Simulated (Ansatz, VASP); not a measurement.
# One calculation of Zr2F, two programs

```
Zr F
1.0
     3.16667    0.00000    0.00000
     0.00000    3.16667    0.00000
     0.00000    0.00000   11.27343
Zr F
4 2
Cartesian
  0.0000 1.5833 1.7465
  0.0000 1.5833 7.3832
  1.5833 0.0000 3.8902
  1.5833 0.0000 9.5269
  0.0000 0.0000 0.0000
  1.5833 1.5833 5.6367
```

Alike in both runs: functional PBE; k mesh 12 × 12 × 4; occupations gaussian, width 0.1 eV; no spin polarisation.

Ansatz relaxed the structure, and its values are those at the end. VASP's run is a single point on that final structure, the one shown.

|  | VASP | Ansatz |
| --- | --- | --- |
| version | VASP 6.6.1 | Ansatz 0.2.0 |
| potentials or method | VASP PAW PBE potentials, release 64 (Zr_sv, F), cutoff 520 eV | scalar-relativistic, plane waves, PAW |
| valence electrons in the cell | 62 | 62 |

```csv
,VASP,Ansatz,Ansatz less VASP
gap on the k mesh at the Fermi level (eV),none,none,-
pressure (GPa),0.0,0.0,+0.01
rms of the force components (eV/Å),0.007,0.000,-0.0071
```

A gap of «none» marks a metal or a gap that the smearing closes.
